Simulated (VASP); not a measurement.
# Hf2S (P6_3/mmc) in VASP: notebook, part 2 of 3

VASP 6.6.1. The steps go on from the part before.

### 4 Single point, LDA

Input file INCAR:

```
SYSTEM = Hf2S
ALGO = Normal
EDIFF = 1E-6
ENCUT = 520
ISIF = 2
ISMEAR = 0
LASPH = .True.
LCHARG = .True.
LELF = .True.
LREAL = .False.
LVHAR = .True.
LWAVE = .False.
NBANDS = 35
NELM = 100
PREC = Accurate
SIGMA = 0.1
```

Input file KPOINTS:

```
k-points
0
Gamma
  12 12 4
  0 0 0
```

Input file POSCAR:

```
Hf2S
1.0
    3.3191677813      0.0000000000      0.0000000000
   -1.6595838907      2.8744836181      0.0000000000
    0.0000000000      0.0000000000     11.5633193732
Hf S
4 2
Direct
    0.6666666667      0.3333333333      0.8987512756
    0.3333333333      0.6666666667      0.3987512756
    0.6666666667      0.3333333333      0.6012487244
    0.3333333333      0.6666666667      0.1012487244
    0.0000000000      0.0000000000      0.7500000000
    0.0000000000      0.0000000000      0.2500000000
```

Potentials or basis: VASP PAW LDA potentials, release 64 (Hf_pv, S).

The run is started by

```console
cat potpaw_LDA.64/Hf_pv/POTCAR potpaw_LDA.64/S/POTCAR > POTCAR
mpirun -np 1 vasp_std > vasp.out
```

OUTCAR:

```text
SYSTEM = Hf2S
   EDIFF = 1E-6
   ENCUT = 520
   ISIF = 2
   ISMEAR = 0
   LASPH = .True.
   LREAL = .False.
   NELM = 100
   PREC = Accurate

 ion  position               nearest neighbor table
   1  0.667  0.333  0.899-   5 2.58   5 2.58   5 2.58   4 3.03   4 3.03   4 3.03   3 3.44
   2  0.333  0.667  0.399-   6 2.58   6 2.58   6 2.58   3 3.03   3 3.03   3 3.03   4 3.44
   3  0.667  0.333  0.601-   5 2.58   5 2.58   5 2.58   2 3.03   2 3.03   2 3.03   1 3.44
   4  0.333  0.667  0.101-   6 2.58   6 2.58   6 2.58   1 3.03   1 3.03   1 3.03   2 3.44
   5  0.000  0.000  0.750-   1 2.58   3 2.58   1 2.58   3 2.58   1 2.58   3 2.58
   6  0.000  0.000  0.250-   2 2.58   4 2.58   2 2.58   4 2.58   2 2.58   4 2.58

  LATTYP: Found a hexagonal cell.
 ALAT       =     3.3191677813
 C/A-ratio  =     3.4838008004

  Lattice vectors:

 A1 = (   3.3191677813,   0.0000000000,   0.0000000000)
 A2 = (  -1.6595838907,   2.8744836181,   0.0000000000)
 A3 = (   0.0000000000,   0.0000000000,  11.5633193732)

Analysis of symmetry for initial positions (statically):
=====================================================================
 Subroutine PRICEL returns:
 Original cell was already a primitive cell.

 Routine SETGRP: Setting up the symmetry group for a
 hexagonal supercell.

 Subroutine GETGRP returns: Found 24 space group operations
 (whereof 12 operations were pure point group operations)
 out of a pool of 24 trial point group operations.

The static configuration has the point symmetry D_3d.
 The point group associated with its full space group is D_6h.

Analysis of symmetry for dynamics (positions and initial velocities):
=====================================================================
 Subroutine PRICEL returns:
 Original cell was already a primitive cell.

 Routine SETGRP: Setting up the symmetry group for a
 hexagonal supercell.

 Subroutine GETGRP returns: Found 24 space group operations
 (whereof 12 operations were pure point group operations)
 out of a pool of 24 trial point group operations.

The dynamic configuration has the point symmetry D_3d.
 The point group associated with its full space group is D_6h.

 Subroutine INISYM returns: Found 24 space group operations
 (whereof 12 operations are pure point group operations),
 and found     1 'primitive' translations

----------------------------------------------------------------------------------------

                                     Primitive cell

  volume of cell :     110.3244

  direct lattice vectors                    reciprocal lattice vectors
     3.319167781  0.000000000  0.000000000     0.301280341  0.173944286  0.000000000
    -1.659583891  2.874483618  0.000000000     0.000000000  0.347888572  0.000000000
     0.000000000  0.000000000 11.563319373     0.000000000  0.000000000  0.086480358

  length of vectors
     3.319167781  3.319167781 11.563319373     0.347888572  0.347888572  0.086480358

  position of ions in fractional coordinates (direct lattice)
     0.666666667  0.333333333  0.898751276
     0.333333333  0.666666667  0.398751276
     0.666666667  0.333333333  0.601248724
     0.333333333  0.666666667  0.101248724
     0.000000000  0.000000000  0.750000000
     0.000000000  0.000000000  0.250000000

  ion indices of the primitive-cell ions
   primitive index   ion index
                 1           1
                 2           2
                 3           3
                 4           4
[... 27 lines left out ...]
 Found     57 irreducible k-points:

 Following reciprocal coordinates:
            Coordinates               Weight
  0.000000  0.000000  0.000000      1.000000
  0.083333  0.000000  0.000000      6.000000
  0.166667  0.000000  0.000000      6.000000
  0.250000  0.000000  0.000000      6.000000
  0.333333  0.000000  0.000000      6.000000
  0.416667  0.000000  0.000000      6.000000
[... 16 lines left out ...]
  0.250000  0.000000  0.250000     12.000000
  0.333333  0.000000  0.250000     12.000000
 [... further k-points ...]
   k-points           NKPTS =     57   k-points in BZ     NKDIM =     57   number of bands    NBANDS=     35
   number of dos      NEDOS =    301   number of ions     NIONS =      6
   total plane-waves  NPLWV =  70560
   dimension x,y,z NGX =    28 NGY =   28 NGZ =   90
   dimension x,y,z NGXF=    56 NGYF=   56 NGZF=  180
   ions per type =               4   2
   NGX,Y,Z   is equivalent  to a cutoff of  14.02, 14.02, 12.94 a.u.
   NGXF,Y,Z  is equivalent  to a cutoff of  28.05, 28.05, 25.88 a.u.
 SYSTEM =  Hf2S
   PREC   = accura    normal or accurate (medium, high low for compatibility)
   ISTART =      0    job   : 0-new  1-cont  2-samecut
   ICHARG =      2    charge: 1-file 2-atom 10-const
   ISPIN  =      1    spin polarized calculation?
   LNONCOLLINEAR =      F non collinear calculations
   LSORBIT =      F    spin-orbit coupling
   LASPH  =      T    aspherical Exc in radial PAW
   ENCUT  =  520.0 eV  38.22 Ry    6.18 a.u.   6.17  6.17 21.50*2*pi/ulx,y,z
   NELM   =    100;   NELMIN=  2; NELMDL= -5     # of ELM steps
   EDIFF  = 0.1E-05   stopping-criterion for ELM
   LREAL  =      F    real-space projection
   EDIFFG = 0.1E-04   stopping-criterion for IOM
   NSW    =      0    number of steps for IOM
   IBRION =     -1    ionic relax: 0-MD 1-quasi-New 2-CG
   NFREE  =      0    steps in history (QN), initial steepest desc. (CG)
   ISIF   =      2    stress and relaxation
   ISYM   =      2    0-nonsym 1-usesym 2-fastsym
   POTIM  = 0.5000    time-step for ionic-motion
   TEBEG  =    0.0;   TEEND  =   0.0 temperature during run
   PSTRESS=    0.0 pullay stress
   NELECT =      52.0000    total number of electrons
   NUPDOWN=      -1.0000    fix difference up-down
   EMIN   =  10.00;   EMAX   =-10.00  energy-range for DOS
   EFERMI =   0.00;   METHOD = LEGACY
   ISMEAR =     0;   SIGMA  =   0.10  broadening in eV -4-tet -1-fermi 0-gaus
   EFERMI_NEDOS =   21; number of points for ismear=-14 and -15
   IALGO  =     38    algorithm
   IMIX   =      4    mixing-type and parameters
     AMIX     =   0.40;   BMIX     =  1.00
     AMIX_MAG =   1.60;   BMIX_MAG =  1.00
  volume/ion in A,a.u.               =      18.39       124.08
  Fermi-wavevector in a.u.,A,eV,Ry     =   1.274047  2.407600 22.084916  1.623196
  Thomas-Fermi vector in A             =   2.406837
   LORBIT       =      0    0 simple, 1 ext, 2 COOP (PROOUT), +10 PAW based schemes
   GGA     = CA    functional components
   LHFCALC =     F    Hartree Fock is set to
   AEXX    =    0.0000 exact exchange contribution
   IVDW    =     0    specifies the selected vdW correction
   LEPSILON=     F    determine dielectric tensor
   LRPA    =     F    only Hartree local field effects (RPA)
 non-spin polarized calculation
 Gauss-broadening in eV      SIGMA  =   0.10
  energy-cutoff  :      520.00
  volume of cell :      110.32
 maximum number of plane-waves:      3006
 NGX is ok and might be reduce to    28
   NGX = 13   NGY = 13   NGZ = 43

 number of electron      52.0000003 magnetization

 Free energy of the ion-electron system (eV)
  ---------------------------------------------------
  ext. energy  EPLUGINS =         0.00000000
  ---------------------------------------------------
  free energy    TOTEN  =       -58.99063733 eV

  energy without entropy =      -58.97653054  energy(sigma->0) =      -58.98358393

 E-fermi :   6.6353     XC(G=0): -11.7975

 val. band max:        6.6273159910   @ k =   0.2500   0.0833   0.0000
 cond. band min:       6.6366463862   @ k =   0.0833   0.0833   0.2500
 fundamental gap:      0.0093303952
 Fermi energy:         6.6352934924

 k-point     1 :       0.0000    0.0000    0.0000
  band No.  band energies     occupation
      1     -24.3990      2.00000
      2     -24.2471      2.00000
      3     -23.8908      2.00000
      4     -23.7637      2.00000
      5     -23.7637      2.00000
      6     -23.7516      2.00000
[... 901 lines left out ...]
     34       9.8172      0.00000
     35      10.3261      0.00000

 [... further k-points ...]
[... 5 lines left out ...]
  --------------------------------------------------------------------------------------
  -------------------------------------------------------------------------------------
  Total        0.0069671      0.0069671      0.0609122     -0.0000000      0.0000000      0.0000000
  in kB        0.1011786      0.1011786      0.8845927     -0.0000000      0.0000000      0.0000000
  external PRESSURE =       0.3623166 kB  Pullay stress =       0.0000000 kB

 VOLUME and BASIS-vectors are now :
 -----------------------------------------------------------------------------
  energy-cutoff  :      520.00
  volume of cell :      110.32
      direct lattice vectors                 reciprocal lattice vectors
     3.319167781  0.000000000  0.000000000     0.301280341  0.173944286  0.000000000
    -1.659583891  2.874483618  0.000000000     0.000000000  0.347888572  0.000000000
     0.000000000  0.000000000 11.563319373     0.000000000  0.000000000  0.086480358

 POSITION                                       TOTAL-FORCE (eV/Angst)
 -----------------------------------------------------------------------------------
      1.65958      0.95816     10.39255        -0.000000      0.000000     -0.030129
     -0.00000      1.91632      4.61089         0.000000     -0.000000     -0.030129
      1.65958      0.95816      6.95243        -0.000000      0.000000      0.030129
     -0.00000      1.91632      1.17077         0.000000     -0.000000      0.030129
      0.00000      0.00000      8.67249         0.000000     -0.000000      0.000000
      0.00000      0.00000      2.89083        -0.000000      0.000000      0.000000
 -----------------------------------------------------------------------------------
    total drift:                                0.000000     -0.000000      0.000000

  FREE ENERGIE OF THE ION-ELECTRON SYSTEM (eV)
  ---------------------------------------------------
  free  energy   TOTEN  =       -58.9906373284 eV

  energy  without entropy=      -58.9765305369  energy(sigma->0) =      -58.98358393
```

OSZICAR:

```text
N       E                     dE             d eps       ncg     rms          rms(c)
DAV:   1     0.238103159690E+03    0.23810E+03   -0.28111E+04  3998   0.142E+03
DAV:   2    -0.435563980123E+02   -0.28166E+03   -0.27103E+03  4717   0.344E+02
DAV:   3    -0.608698292120E+02   -0.17313E+02   -0.16967E+02  5241   0.570E+01
DAV:   4    -0.611991884805E+02   -0.32936E+00   -0.32773E+00  5012   0.855E+00
DAV:   5    -0.612053382871E+02   -0.61498E-02   -0.61417E-02  5128   0.106E+00    0.106E+02
DAV:   6    -0.594358098205E+02    0.17695E+01   -0.27329E+00  4633   0.708E+00    0.638E+01
DAV:   7    -0.590511927155E+02    0.38462E+00   -0.27056E+00  4609   0.705E+00    0.509E+00
DAV:   8    -0.589915292727E+02    0.59663E-01   -0.40084E-01  4565   0.270E+00    0.155E+00
DAV:   9    -0.589908911135E+02    0.63816E-03   -0.15824E-02  5198   0.600E-01    0.808E-01
DAV:  10    -0.589906415335E+02    0.24958E-03   -0.17410E-03  4624   0.192E-01    0.294E-01
DAV:  11    -0.589906407330E+02    0.80056E-06   -0.14557E-04  5169   0.522E-02    0.760E-02
DAV:  12    -0.589906372549E+02    0.34780E-05   -0.11563E-05  4871   0.167E-02    0.134E-02
DAV:  13    -0.589906373284E+02   -0.73459E-07   -0.17996E-06  3524   0.647E-03
   1 F= -.58990637E+02 E0= -.58983584E+02  d E =-.141068E-01
```

stdout:

```text
POSCAR found type information on POSCAR HfS
 POSCAR found :  2 types and       6 ions
 scaLAPACK will be used
 LDA part: xc-table for (Slater(with rela. corr.)+CA(PZ))
 , standard interpolation
 POSCAR, INCAR and KPOINTS ok, starting setup
 FFT: planning ... GRIDC
 FFT: planning ... GRID_SOFT
 FFT: planning ... GRID
 WAVECAR not read
 entering main loop
```

Run time: 3.1 min. Hardware: 1 thread of Intel Xeon 6975P-C, shared host; peak memory 0.32 GiB.

What came out:

* Free energy: -58.9906 eV
* Pressure: 0.0 GPa
* Largest force: 0.030 eV/Å
* Band gap on the k mesh: zero (band 26 reaches 7.09 eV, above the bottom of band 27 at 6.11 eV)

Forces on the atoms (eV/Å):
```
Hf   0.000  0.000 -0.030
Hf   0.000  0.000 -0.030
Hf   0.000  0.000  0.030
Hf   0.000  0.000  0.030
S    0.000  0.000  0.000
S    0.000  0.000  0.000
```

Levels at points of the mesh, in eV from the Fermi level:
| k point | band 23 | band 24 | band 25 | band 26 | band 27 | band 28 | band 29 | band 30 |
| --- | --- | --- | --- | --- | --- | --- | --- | --- |
| (0.00, 0.00, 0.00) | -1.35 | -0.13 | -0.03 | 0.45 | 0.45 | 0.54 | 0.54 | 0.82 |
| (0.50, 0.00, 0.00) | -1.65 | -1.26 | -1.10 | -0.63 | -0.53 | 0.87 | 1.04 | 2.72 |
| (0.00, 0.00, 0.50) | -1.10 | -1.10 | 0.38 | 0.38 | 0.38 | 0.38 | 1.46 | 1.46 |
| (0.50, 0.00, 0.50) | -1.74 | -1.74 | -0.84 | -0.84 | 0.33 | 0.33 | 1.48 | 1.48 |

Caveat: spin-orbit coupling is left out, which moves the levels of the heavy elements.

[end of part 2 of 3]
